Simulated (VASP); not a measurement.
Write the native input for VASP 6.6.1 that does the following.

```
Task                   : single point
Functional             : PBE
Potentials or basis    : VASP PAW PBE potentials, release 64 (Cd)
Cutoff                 : 520 eV
k mesh                 : 15 × 15 × 6
Occupations            : gaussian, width 0.1 eV
Spin                   : no spin polarisation
Dipole correction      : no
Further INCAR settings : ALGO = Fast; EDIFF = 1e-07; NBANDS = 25
```

The structure of Cd lies in POSCAR:

```
Cd
1.0
    3.3247709869      0.0000000000      0.0000000000
   -1.6623854934      2.8793361364      0.0000000000
    0.0000000000      0.0000000000      7.3709319278
Cd
3
Direct
    0.0000000000      0.0000000000      0.0000000000
    0.6666666667      0.3333333333      0.3333333333
    0.3333333333      0.6666666667      0.6666666667
```

This cell differs from its parent crystal: strain along c alone, the other axes held: +2.0 %.

The input as run:

INCAR

```
SYSTEM = Cd
PREC = Accurate
ENCUT = 520
EDIFF = 1E-7
ISMEAR = 0
SIGMA = 0.1
LREAL = .False.
LASPH = .True.
NELM = 60
ALGO = Fast
ISIF = 2
LWAVE = .False.
LCHARG = .False.
GGA = PE
NBANDS = 25
```

KPOINTS

```
regular mesh
0
Gamma
  15 15 6
  0 0 0
```

Potentials or basis: VASP PAW PBE potentials, release 64 (Cd).

Run with:

```sh
$ cat potpaw_PBE.64/Cd/POTCAR > POTCAR
$ mpirun -np 1 vasp_std > vasp.out
```

Results of the run:

The pressure is -0.8 GPa and the band gap on the k mesh is zero (band 18 reaches 3.71 eV, above the bottom of band 19 at 0.57 eV).

Caveat: the cell differs from its parent crystal (strain along c alone, the other axes held: +2.0 %).

Run time: 3 min on 1 thread of Intel(R) Xeon(R) Platinum 8259CL CPU @ 2.50GHz (Skylake/Cascade Lake), with other jobs on the host, peak memory 0.33 GiB.
